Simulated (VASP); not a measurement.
The system is TiCo3.

```
CELL_PARAMETERS angstrom
3.45292 0.00000 0.00000
0.00000 3.45292 0.00000
0.00000 0.00000 3.45292
ATOMIC_POSITIONS crystal
Ti 0.00000 0.00000 0.00000
Co 0.00000 0.50000 0.50000
Co 0.50000 0.00000 0.50000
Co 0.50000 0.50000 0.00000
```

Base run:

| Item | Value |
| --- | --- |
| Program | VASP 6.6.1 |
| Functional | PBEsol |
| Potentials or basis | VASP PAW PBE potentials, release 64 (Ti_sv, Co) |
| Cutoff | 520 eV |
| k mesh | 12 × 12 × 12 |
| Occupations | gaussian, width 0.15 eV |
| Spin | collinear spin, ferromagnetic start |
| Starting moments | [0.2, 0.44, 0.44, 0.44] μB |
| Fixed moment | 1.52 μB |

Its results: pressure 18.6 GPa; site moments Ti -0.15; Co +0.56 μB.

Task: After a change of settings the same cell gave: pressure 38.3 GPa; site moments Ti +0.32; Co +1.61 μB. Which change was it?
A. fixed moment from 1.52 μB to 5.32 μB; moments at the start from [0.2, 0.44, 0.44, 0.44] to [0.7, 1.54, 1.54, 1.54]
B. fixed moment from 1.52 μB to 0.76 μB; moments at the start from [0.2, 0.44, 0.44, 0.44] to [0.1, 0.22, 0.22, 0.22]
C. fixed moment from 1.52 μB to 3.04 μB; moments at the start from [0.2, 0.44, 0.44, 0.44] to [0.4, 0.88, 0.88, 0.88]

Result: A.

Caveats: the cell stands under pressure; the PAW data sets were made with another functional, which shifts forces and pressure a little; the total moment is fixed, so each spin has its own Fermi level and the state may be an excited one.
